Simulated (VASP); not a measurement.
# W (Fmmm) in VASP: notebook, part 2 of 2

VASP 6.6.1. Earlier steps stand in the parts before.

## 4. Single point, PBEsol (strain +0.0250 x Voigt [0, 0, 0, 0, 1, 0])

File INCAR:

```
ALGO     = Fast           # electronic algorithm
EDIFF    = 1E-6           # SCF threshold, eV
ENCUT    = 520            # plane-wave cutoff, eV
GGA      = PS             # functional
ISIF     = 2              # what is computed and relaxed
ISMEAR   = 0              # smearing method
LASPH    = True           # aspherical terms in the spheres
LCHARG   = True           # write CHGCAR
LELF     = True           # ELF
LREAL    = False          # projectors in reciprocal space
LVHAR    = True         
LWAVE    = False          # write WAVECAR
NBANDS   = 13             # bands
NELM     = 80             # most SCF steps
PREC     = Accurate       # precision mode
SIGMA    = 0.15           # smearing width, eV
```

File KPOINTS:

```
k-points
0
Gamma
  20 20 20
```

File POSCAR:

```
W
1.0
   -1.5773337500      1.5973000000      1.5773337500
    1.6172662500     -1.5973000000      1.6172662500
    1.5773337500      1.5973000000     -1.5773337500
W
1
Direct
    0.0000000000      0.0000000000      0.0000000000
```

Command:

```
$ cat potpaw_PBE.64/W_sv/POTCAR > POTCAR
$ mpirun -np 1 vasp_std > vasp.out
```

It took 99 s on 1 thread of AMD EPYC 9R45 (Zen 5), shared host; peak memory 0.29 GiB.

The run converged. Its results:

- Free energy: -13.7865 eV
- Pressure: -10.9 GPa
- Band gap on the k mesh: zero (band 7 reaches 15.58 eV, above the bottom of band 8 at 9.82 eV)

Stress tensor (GPa, compression positive):
```
-10.88   0.00  -3.48
  0.00 -10.80   0.00
 -3.48   0.00 -10.88
```

Levels at points of the mesh, in eV from the Fermi level:
```
           k point  band 3  band 4  band 5  band 6  band 7  band 8  band 9  band 10  band 11  band 12
(0.00, 0.00, 0.00)  -37.82  -37.78   -9.53   -1.44   -1.25   -1.01    2.14     2.16    14.22    14.45
(0.50, 0.00, 0.00)  -38.21  -37.82   -6.14   -3.48    0.57    2.02    2.96     5.87    10.60    11.38
(0.00, 0.50, 0.00)  -38.17  -37.80   -6.17   -3.55    0.37    2.18    3.15     5.72    10.25    11.58
(0.50, 0.00, 0.50)  -38.25  -37.85   -6.12   -3.42    0.78    1.86    2.76     6.06    10.92    11.21
(0.50, 0.50, 0.50)  -38.65  -38.61   -5.67   -5.66    4.67    4.93    5.22     7.87     8.00     8.14
```

Caveat: the cell differs from its parent crystal (strain +0.0250 x Voigt [0, 0, 0, 0, 1, 0]); the PAW data sets were made with another functional, which shifts forces and pressure a little; spin-orbit coupling is left out, which moves the levels of the heavy elements.

## 5. Single point, PBEsol (strain +0.0875 x Voigt [0, 0, 0, 0, 1, 0])

File INCAR:

```
  ALGO = Fast
  EDIFF = 1E-7
  ENCUT = 520
  GGA = PS
  ISIF = 2
  ISMEAR = 0
  LASPH = True
  LCHARG = False
  LREAL = False
  LWAVE = False
  NBANDS = 13
  NELM = 60
  PREC = Accurate
  SIGMA = 0.15
```

KPOINTS is that of step 4.

File POSCAR:

```
W
1.0
   -1.5274181250      1.5973000000      1.5274181250
    1.6671818750     -1.5973000000      1.6671818750
    1.5274181250      1.5973000000     -1.5274181250
W
1
Direct
    0.0000000000      0.0000000000      0.0000000000
```

Potentials or basis: VASP PAW PBE potentials, release 64 (W_sv).

Command:

```
$ cat potpaw_PBE.64/W_sv/POTCAR > POTCAR
$ mpirun -np 1 vasp_std > vasp.out
```

OUTCAR:

```text
EDIFF = 1E-7
   ENCUT = 520
   GGA = PS
   ISIF = 2
   ISMEAR = 0
   LASPH = True
   LREAL = False
   NELM = 60
   PREC = Accurate

 ion  position               nearest neighbor table
   1  0.000  0.000  0.000-

  LATTYP: Found a face centered orthorhombic cell.
 ALAT       =     3.1946000000
 B/A-ratio  =     1.3523417190
 C/A-ratio  =     1.4760854057

  Lattice vectors:

 A1 = (  -0.1397637500,   0.0000000000,  -3.1946000000)
 A2 = (  -1.6671818750,   1.5973000000,  -1.6671818750)
 A3 = (   1.5274181250,   1.5973000000,  -1.5274181250)
[... 556 lines left out ...]
      6       7.6667      2.00000
      7       9.7919      2.00000
      8      13.0405      0.00000
      9      13.6627      0.00000
     10      15.3164      0.00000
     11      23.2468      0.00000
     12      23.6836      0.00000
     13      29.8592      0.00000

 [... further k-points ...]
[... 5 lines left out ...]
  --------------------------------------------------------------------------------------
  -------------------------------------------------------------------------------------
  Total       -0.9421704     -0.8663258     -0.9421704     -0.0000000     -0.0000000     -1.2356196
  in kB      -92.7796292    -85.3108791    -92.7796292     -0.0000000     -0.0000000   -121.6768479
  external PRESSURE =     -90.2900458 kB  Pullay stress =       0.0000000 kB

 VOLUME and BASIS-vectors are now :
 -----------------------------------------------------------------------------
  energy-cutoff  :      520.00
  volume of cell :       16.27
      direct lattice vectors                 reciprocal lattice vectors
    -1.527418125  1.597300000  1.527418125    -0.013721249  0.313028235  0.313628540
     1.667181875 -1.597300000  1.667181875     0.299907291  0.000000000  0.299907291
     1.527418125  1.597300000 -1.527418125     0.313628540  0.313028235 -0.013721249

 POSITION                                       TOTAL-FORCE (eV/Angst)
 -----------------------------------------------------------------------------------
      0.00000      0.00000      0.00000        -0.000000      0.000000      0.000000
 -----------------------------------------------------------------------------------
    total drift:                               -0.000000     -0.000000      0.000000

  FREE ENERGIE OF THE ION-ELECTRON SYSTEM (eV)
  ---------------------------------------------------
  free  energy   TOTEN  =       -13.7388120447 eV

  energy  without entropy=      -13.7343164383  energy(sigma->0) =      -13.73656424
```

OSZICAR:

```text
N       E                     dE             d eps       ncg     rms          rms(c)
DAV:   1     0.843839979046E+02    0.84384E+02   -0.74593E+03 30414   0.122E+03
DAV:   2    -0.127818799519E+02   -0.97166E+02   -0.93321E+02 34031   0.317E+02
DAV:   3    -0.144409908443E+02   -0.16591E+01   -0.16539E+01 33321   0.401E+01
DAV:   4    -0.144477952425E+02   -0.68044E-02   -0.68042E-02 33681   0.284E+00
DAV:   5    -0.144478524899E+02   -0.57247E-04   -0.57247E-04 33751   0.246E-01    0.208E+01
RMM:   6    -0.138862978045E+02    0.56155E+00   -0.44711E-01 33131   0.610E+00    0.848E+00
RMM:   7    -0.137428769863E+02    0.14342E+00   -0.31350E-01 33343   0.507E+00    0.891E-01
RMM:   8    -0.137390361953E+02    0.38408E-02   -0.12184E-02 37638   0.122E+00    0.260E-01
RMM:   9    -0.137388170215E+02    0.21917E-03   -0.19267E-03 36712   0.520E-01    0.249E-02
RMM:  10    -0.137388173377E+02   -0.31621E-06   -0.28298E-04 38509   0.201E-01    0.984E-03
RMM:  11    -0.137388119581E+02    0.53797E-05   -0.33049E-05 38947   0.706E-02    0.353E-03
RMM:  12    -0.137388120783E+02   -0.12017E-06   -0.88990E-06 39128   0.345E-02    0.237E-03
RMM:  13    -0.137388119462E+02    0.13200E-06   -0.64191E-07 34962   0.920E-03    0.912E-04
RMM:  14    -0.137388120693E+02   -0.12310E-06   -0.16899E-07 27164   0.469E-03    0.763E-04
RMM:  15    -0.137388120447E+02    0.24650E-07   -0.15476E-08 20840   0.145E-03
   1 F= -.13738812E+02 E0= -.13736564E+02  d E =-.449561E-02
```

stdout:

```text
POSCAR found type information on POSCAR W
 POSCAR found :  1 types and       1 ions
 scaLAPACK will be used
 -----------------------------------------------------------------------------
|                                                                             |
|                                                                             |
|     You enforced a specific xc type in the INCAR file but a different       |
|     I HOPE YOU KNOW WHAT YOU ARE DOING!                                     |
|                                                                             |
 -----------------------------------------------------------------------------

 LDA part: xc-table for (Slater+PW92), standard interpolation
 POSCAR, INCAR and KPOINTS ok, starting setup
 FFT: planning ... GRIDC
 FFT: planning ... GRID_SOFT
 FFT: planning ... GRID
 WAVECAR not read
 entering main loop
WARNING in EDDRMM: call to ZHEGV failed, returncode =   8  4     13
WARNING in EDDRMM: call to ZHEGV failed, returncode =   6  3     13
WARNING in EDDRMM: call to ZHEGV failed, returncode =   8  4     11
WARNING in EDDRMM: call to ZHEGV failed, returncode =   8  4     12
WARNING in EDDRMM: call to ZHEGV failed, returncode =   8  4     13
WARNING in EDDRMM: call to ZHEGV failed, returncode =   8  4     11
WARNING in EDDRMM: call to ZHEGV failed, returncode =   6  3     11
WARNING in EDDRMM: call to ZHEGV failed, returncode =   8  4     11
WARNING in EDDRMM: call to ZHEGV failed, returncode =   6  3     13
WARNING in EDDRMM: call to ZHEGV failed, returncode =   6  3     12
 num prob RMM:  15    -0.137388120447E+02    0.24650E-07   -0.15476E-08 20840   0.145E-03
```

Run time: 2.2 min. Hardware: 1 thread of AMD EPYC 9R45 (Zen 5), shared host; peak memory 0.29 GiB.

What came out:

```
Free energy            : -13.7388 eV
Pressure               : -9.0 GPa
Band gap on the k mesh : zero (band 7 reaches 14.98 eV, above the bottom of band 8 at 9.94 eV)
```

Stress tensor (GPa, compression positive):
```
 -9.28   0.00 -12.17
  0.00  -8.53   0.00
-12.17   0.00  -9.28
```

Caveat: the cell differs from its parent crystal (strain +0.0875 x Voigt [0, 0, 0, 0, 1, 0]); the PAW data sets were made with another functional, which shifts forces and pressure a little; spin-orbit coupling is left out, which moves the levels of the heavy elements.

## 6. Single point, PBEsol (strain +0.0625 x Voigt [0, 0, 0, 0, 1, 0])

File INCAR:

```
ALGO = Fast
EDIFF = 1E-6
ENCUT = 520
GGA = PS
ISIF = 2
ISMEAR = 0
LASPH = True
LCHARG = False
LREAL = False
LWAVE = False
NBANDS = 13
NELM = 60
PREC = Accurate
SIGMA = 0.15
```

KPOINTS is that of step 5.

File POSCAR:

```
W
1.0
   -1.5473843750      1.5973000000      1.5473843750
    1.6472156250     -1.5973000000      1.6472156250
    1.5473843750      1.5973000000     -1.5473843750
W
1
Direct
    0.0000000000      0.0000000000      0.0000000000
```

Potentials or basis: VASP PAW PBE potentials, release 64 (W_sv).

Command:

```
$ cat potpaw_PBE.64/W_sv/POTCAR > POTCAR
$ mpirun -np 1 vasp_std > vasp.out
```

It took 1.7 min on 1 thread of AMD EPYC 9R45 (Zen 5), shared host; peak memory 0.29 GiB.

Results (log left out):

- Free energy: -13.7643 eV
- Pressure: -10.0 GPa
- Band gap on the k mesh: zero (band 7 reaches 15.23 eV, above the bottom of band 8 at 9.90 eV)

Stress tensor (GPa, compression positive):
```
-10.17   0.00  -8.62
  0.00  -9.73   0.00
 -8.62   0.00 -10.17
```

Levels at points of the mesh, in eV from the Fermi level:
```csv
k point,band 3,band 4,band 5,band 6,band 7,band 8,band 9,band 10,band 11,band 12
"(0.00, 0.00, 0.00)",-37.80,-37.72,-9.53,-1.76,-1.34,-0.69,2.16,2.29,13.89,14.47
"(0.50, 0.00, 0.00)",-38.21,-37.79,-6.14,-3.50,0.58,2.06,2.96,5.80,10.70,11.34
"(0.00, 0.50, 0.00)",-38.10,-37.74,-6.22,-3.66,0.09,2.47,3.44,5.51,9.78,11.89
"(0.50, 0.00, 0.50)",-38.30,-37.88,-6.10,-3.33,1.11,1.66,2.45,6.36,10.96,11.46
"(0.50, 0.50, 0.50)",-38.65,-38.54,-5.69,-5.65,4.28,4.88,5.65,7.70,8.01,8.40
```

Caveat: the cell differs from its parent crystal (strain +0.0625 x Voigt [0, 0, 0, 0, 1, 0]); the PAW data sets were made with another functional, which shifts forces and pressure a little; spin-orbit coupling is left out, which moves the levels of the heavy elements.

## 7. Single point, PBEsol (strain +0.0125 x Voigt [0, 0, 0, 0, 1, 0])

File INCAR:

```
PREC     = Accurate       # precision mode
ENCUT    = 520            # plane-wave cutoff, eV
EDIFF    = 1E-6           # SCF threshold, eV
ISMEAR   = 0              # smearing method
SIGMA    = 0.15           # smearing width, eV
LREAL    = F              # projectors in reciprocal space
LASPH    = T              # aspherical terms in the spheres
NELM     = 80             # most SCF steps
ALGO     = Fast           # electronic algorithm
ISIF     = 2              # what is computed and relaxed
LWAVE    = F              # write WAVECAR
LCHARG   = F              # write CHGCAR
GGA      = PS             # functional
NBANDS   = 13             # bands
```

File KPOINTS:

```
regular mesh
0
Gamma
  20 20 20
```

File POSCAR:

```
W
1.0
   -1.5873168750      1.5973000000      1.5873168750
    1.6072831250     -1.5973000000      1.6072831250
    1.5873168750      1.5973000000     -1.5873168750
W
1
Direct
    0.0000000000      0.0000000000      0.0000000000
```

Command:

```
$ cat potpaw_PBE.64/W_sv/POTCAR > POTCAR
$ mpirun -np 1 vasp_std > vasp.out
```

It took 1.7 min on 1 thread of AMD EPYC 9R45 (Zen 5), shared host; peak memory 0.3 GiB.

It converged, with:

```yaml
Free_energy: -13.7897 eV
Pressure: -10.9 GPa
Band_gap_on_the_k_mesh: zero (band 7 reaches 15.71 eV, above the bottom of band 8 at 9.72 eV)
```

Stress tensor (GPa, compression positive):
```
-10.92   0.00  -1.76
  0.00 -10.90   0.00
 -1.76   0.00 -10.92
```

Levels at points of the mesh, in eV from the Fermi level:
```
           k point  band 4  band 5  band 6  band 7  band 8  band 9  band 10  band 11
(0.00, 0.00, 0.00)  -37.80   -9.53   -1.33   -1.23   -1.12    2.13     2.14    14.33
(0.50, 0.00, 0.00)  -37.83   -6.15   -3.48    0.57    2.01    2.96     5.88    10.58
(0.00, 0.50, 0.00)  -37.81   -6.16   -3.51    0.47    2.10    3.05     5.80    10.41
(0.50, 0.00, 0.50)  -37.84   -6.13   -3.45    0.67    1.93    2.86     5.97    10.75
(0.50, 0.50, 0.50)  -38.63   -5.67   -5.67    4.80    4.94    5.08     7.93     7.99
```

Caveat: the cell differs from its parent crystal (strain +0.0125 x Voigt [0, 0, 0, 0, 1, 0]); the PAW data sets were made with another functional, which shifts forces and pressure a little; spin-orbit coupling is left out, which moves the levels of the heavy elements.

## 8. Overview

```csv
cell,further INCAR settings,gap on the mesh (eV),pressure (GPa)
"a = 2.698, b = 2.836 Å, angles 109.5, 107.4, 109.5°, 1 atom",ALGO = Fast; EDIFF = 1e-06; NBANDS = 13,none,-9.6
"a = 2.813, b = 2.721 Å, angles 109.5, 110.8, 109.5°, 1 atom",ALGO = Fast; EDIFF = 1e-06; NBANDS = 13,none,-10.4
"a = 2.744, b = 2.790 Å, angles 109.5, 108.8, 109.5°, 1 atom",ALGO = Fast; EDIFF = 1e-06; NBANDS = 13,none,-10.9
"a = 2.687, b = 2.848 Å, angles 109.5, 107.0, 109.5°, 1 atom",ALGO = Fast; EDIFF = 1e-07; NBANDS = 13,none,-9.0
"a = 2.709, b = 2.825 Å, angles 109.5, 107.7, 109.5°, 1 atom",ALGO = Fast; EDIFF = 1e-06; NBANDS = 13,none,-10.0
"a = 2.755, b = 2.778 Å, angles 109.5, 109.1, 109.5°, 1 atom",ALGO = Fast; EDIFF = 1e-06; NBANDS = 13,none,-10.9
```

Alike in all rows: task single point; level PBEsol; potentials or basis VASP PAW PBE potentials, release 64 (W_sv); no spin polarisation; k mesh 20 × 20 × 20; cutoff (eV) 520; smearing gaussian 0.15 eV.

Caveats: the PAW data sets were made with another functional, which shifts forces and pressure a little; spin-orbit coupling is left out, which moves the levels of the heavy elements.

Absolute energies hang on the potentials; compare differences alone.
